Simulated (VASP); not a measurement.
Wanted: the native input for a VASP 6.6.1 run.

```yaml
Task: single point
Functional: PBEsol
Potentials_or_basis: VASP PAW PBE potentials, release 64 (Si, Ga_d)
Cutoff: 520 eV
k_mesh: 2 × 2 × 2
Occupations: gaussian, width 0.05 eV
Spin: collinear spin, zero start
Starting_moments: "[0.0, 0.0, 0.0, 0.0, 0.0, 0.0, 0.0, 0.0, 0.0, 0.0, 0.0, 0.0, 0.0, 0.0, 0.0, 0.0, 0.0] μB"
Dipole_correction: no
Further_INCAR_settings: LREAL = Auto; ALGO = Normal; EDIFF = 1e-07; NBANDS = 56
```

The structure of GaSi16 (a cell with a defect) lies in POSCAR:

```
GaSi16
1.0
    0.0000000000      5.4300000000      5.4300000000
    5.4300000000      0.0000000000      5.4300000000
    5.4300000000      5.4300000000      0.0000000000
Si Ga
16 1
Direct
    0.0040899632      0.0045465009      0.0044993554
    0.1243402394      0.1253094843      0.1252220074
    0.0040687845      0.0045348987      0.4869584715
    0.1274397790      0.1276679558      0.6224784530
    0.0040497238      0.4870467772      0.0044767956
    0.1274323204      0.6225308471      0.1276313996
   -0.0039818600      0.5013601289      0.5013273481
    0.1274228361      0.6225217311      0.6224613260
    0.4860796501      0.0046807551      0.0046404236
    0.6219860037      0.1277600368      0.1277300184
    0.5011074586     -0.0038420810      0.5013837017
    0.6219718232      0.1277554328      0.6225755064
    0.5011049724      0.5014151013     -0.0038694291
    0.6219593923      0.6226245856      0.1277221915
    0.5011018416      0.5014125230      0.5013795580
    0.6248882136      0.6250679558      0.6250364641
    0.8743558932      0.8752984346      0.8752166667
```

The input as run:

INCAR

```
ALGO = Normal
EDIFF = 1E-7
ENCUT = 520
GGA = PS
ISIF = 2
ISMEAR = 0
ISPIN = 2
LASPH = T
LCHARG = F
LORBIT = 11
LREAL = Auto
LWAVE = F
MAGMOM = 0 0 0 0 0 0 0 0 0 0 0 0 0 0 0 0 0
NBANDS = 56
NELM = 150
PREC = Accurate
SIGMA = 0.05
```

KPOINTS

```
k-points
0
Gamma
  2 2 2
```

Potentials or basis: VASP PAW PBE potentials, release 64 (Si, Ga_d).

Launch:

```console
$ cat potpaw_PBE.64/Si/POTCAR potpaw_PBE.64/Ga_d/POTCAR > POTCAR
$ mpirun -np 1 vasp_std > vasp.out
```

It gave:

| Quantity | Value |
| --- | --- |
| Pressure | 4.3 GPa |
| Largest force | 0.006 eV/Å |
| Net moment | 0.00 μB per cell |
| Valence electrons inside the program's atomic spheres | Si 1.70, 1.76, 1.67; Ga 11.87 |

Caveat: the k points lie up to 0.50 Å⁻¹ apart; the PAW data sets were made with another functional, which shifts forces and pressure a little.

Wall time 5.7 min on 1 thread of Intel(R) Xeon(R) Platinum 8559C (Emerald Rapids), with other jobs on the host, peak memory 0.71 GiB.
